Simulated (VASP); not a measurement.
Write the native input for VASP 6.6.1 that does the following.

* Task: single point
* Functional: PBEsol
* Potentials or basis: VASP PAW PBE potentials, release 64 (Al, N)
* Cutoff: 600 eV
* k mesh: 9 × 9 × 6
* Occupations: gaussian, width 0.02 eV
* Spin: non-collinear spin, zero start, spin-orbit coupling
* Starting moments: [[0.0, 0.0, 0.0], [0.0, 0.0, 0.0], [0.0, 0.0, 0.0], [0.0, 0.0, 0.0]] μB
* Dipole correction: no
* Further INCAR settings: ALGO = Normal; EDIFF = 1e-06; NBANDS = 30

The structure of AlN (so) lies in POSCAR:

```
AlN
1.0
    3.1138256079      0.0000000000      0.0000000000
   -1.5569128040      2.6966520794      0.0000000000
    0.0000000000      0.0000000000      4.9835502232
Al N
2 2
Direct
    0.6666666667      0.3333333333      0.4990061281
    0.3333333333      0.6666666667     -0.0009938719
    0.6666666667      0.3333333333      0.8809938719
    0.3333333333      0.6666666667      0.3809938719
```

One way to write it, as run:

INCAR

```
SYSTEM = AlN
PREC     = Accurate       ! precision mode
ENCUT    = 600            ! plane-wave cutoff, eV
EDIFF    = 1E-6           ! SCF threshold, eV
ISMEAR   = 0              ! smearing method
SIGMA    = 0.02           ! smearing width, eV
LREAL    = .FALSE.        ! projectors in reciprocal space
LASPH    = .TRUE.         ! aspherical terms in the spheres
NELM     = 200            ! most SCF steps
ALGO     = Normal         ! electronic algorithm
ISIF     = 2              ! what is computed and relaxed
LWAVE    = .FALSE.        ! write WAVECAR
LCHARG   = .FALSE.        ! write CHGCAR
MAGMOM   = 0 0 0 0 0 0 0 0 0 0 0 0 ! initial moments
LORBIT   = 11             ! projections on sites
LSORBIT  = .TRUE.         ! spin-orbit coupling
GGA_COMPAT= .FALSE.      
LORBMOM  = .TRUE.       
GGA      = PS             ! functional
NBANDS   = 30             ! bands
```

KPOINTS

```
regular mesh
0
G
  9 9 6
  0 0 0
```

Potentials or basis: VASP PAW PBE potentials, release 64 (Al, N).

Launch:

```bash
$ cat potpaw_PBE.64/Al/POTCAR potpaw_PBE.64/N/POTCAR > POTCAR
$ mpirun -np 1 vasp_ncl > vasp.out
```

It gave:

```json
{
  "Pressure": "-0.2 GPa",
  "Net moment": "0.00 μB per cell",
  "Valence electrons inside the program's atomic spheres": "Al 0.81; N 3.83"
}
```

Caveat: the PAW data sets were made with another functional, which shifts forces and pressure a little.

Wall time 8 min on 1 thread of AMD EPYC 7R13, on a shared host, peak memory 0.35 GiB.
